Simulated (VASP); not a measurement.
## H2Ru12N: single point with PBEsol

System: H2Ru12N, a slab with vacuum.

```xyz
15
Lattice="5.4000 0.0000 0.0000 2.7000 4.6765 0.0000 0.0000 0.0000 17.2768" Properties=species:S:1:pos:R:3 pbc="T T T"
Ru    0.0000    0.0000    1.0000
Ru    2.7000    0.0000    1.0000
Ru    1.3500    2.3383    1.0000
Ru    4.0500    2.3383    1.0000
Ru    0.0305    1.5624    2.8065
Ru    2.7824    1.5671    2.7863
Ru    1.4004    3.9343    2.7794
Ru    4.0922    3.9115    2.8886
Ru    0.0568    0.0479    4.8946
Ru    2.7199    0.1372    5.0385
Ru    1.5072    2.2328    4.7767
Ru    4.0785    2.3042    4.9420
N     7.8855    1.4654   12.6543
H    11.3651    4.3940    6.8738
H    -4.3264   -4.0781    5.9403
```

- Program: VASP 6.6.1
- Task: single point
- Functional: PBEsol
- Potentials or basis: VASP PAW PBE potentials, release 64 (Ru_pv, N, H)
- Cutoff: 520 eV
- k mesh: 2 × 2 × 1
- Occupations: fermi-dirac, width 0.05 eV
- Spin: no spin polarisation

| Quantity | Value |
| --- | --- |
| Largest force | 4.948 eV/Å |
| Band gap on the k mesh | zero (an odd number of electrons rules out a gap without spin polarisation) |

Forces in eV/Å, atoms in the order of the input:
```
Ru   0.923  0.098 -4.045
Ru  -0.176  0.018 -3.640
Ru   0.396 -0.035 -3.875
Ru   0.574  0.558 -4.037
Ru  -0.171 -0.083  3.997
Ru  -0.570 -0.154  3.913
Ru  -0.365 -0.490  4.911
Ru  -0.127  0.006  1.759
Ru  -0.195 -0.038  0.437
Ru  -1.708 -3.267 -1.195
Ru  -1.041  1.364  1.793
Ru   0.315  0.367 -0.799
N    0.001 -0.001  0.041
H   -0.908  0.277 -2.025
H    3.052  1.381  2.766
```

Levels at points of the mesh, in eV from the Fermi level:
```
           k point  band 85  band 86  band 87  band 88  band 89  band 90  band 91  band 92  band 93  band 94
(0.00, 0.00, 0.00)     0.14     0.33     0.44     0.53     0.66     0.90     0.95     1.04     1.13     1.25
(0.50, 0.00, 0.00)    -0.46    -0.38    -0.26    -0.06    -0.03     0.01     0.02     0.20     0.29     0.43
(0.50, 0.50, 0.00)    -0.46    -0.38    -0.15    -0.06    -0.01     0.02     0.04     0.10     0.30     0.39
(0.00, 0.50, 0.00)    -0.53    -0.44    -0.17    -0.06    -0.04     0.00     0.02     0.19     0.25     0.39
```

Run time: 9.9 min on 1 thread of Intel(R) Xeon(R) Platinum 8488C (Sapphire Rapids), with other jobs on the host, peak memory 0.52 GiB.

Caveat: the k points lie up to 0.67 Å⁻¹ apart, too coarse for converged energies and pressures of a metal; there is no dipole correction, which matters where the two faces differ; the PAW data sets were made with another functional, which shifts forces and pressure a little.
